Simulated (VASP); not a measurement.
Mg: single point with LDA

The system is Mg.

```
CELL_PARAMETERS angstrom
3.13250 0.00000 0.00000
-1.56625 2.71283 0.00000
0.00000 0.00000 5.08489
ATOMIC_POSITIONS crystal
Mg 0.33333 0.66667 0.25000
Mg 0.66667 0.33333 0.75000
```

```yaml
Program: VASP 6.6.1
Task: single point
Functional: LDA
Potentials_or_basis: VASP PAW LDA potentials, release 64 (Mg)
Cutoff: 520 eV
k_mesh: 12 × 12 × 6
Occupations: gaussian, width 0.6 eV
Spin: no spin polarisation
```

```json
{
 "Pressure": "-0.1 GPa",
 "Band gap on the k mesh": "zero (band 2 reaches 3.81 eV, above the bottom of band 3 at 1.52 eV)"
}
```

Stress tensor (GPa, compression positive):
```
-0.03  0.00  0.00
 0.00 -0.03  0.00
 0.00  0.00 -0.28
```

Levels at points of the mesh, in eV from the Fermi level:
```
           k point  band 1  band 2  band 3  band 4  band 5
(0.00, 0.00, 0.00)   -7.18   -1.74   -1.26   11.26   11.26
(0.50, 0.00, 0.00)   -2.21   -2.19    2.75    3.10    3.42
(0.00, 0.00, 0.50)   -5.73   -5.73    5.21    5.21   12.01
(0.50, 0.00, 0.50)   -1.14   -1.14   -0.44   -0.44    8.26
```

Run time: 20 s on 1 thread of Intel Xeon 8259CL, on a shared host, peak memory 0.16 GiB.
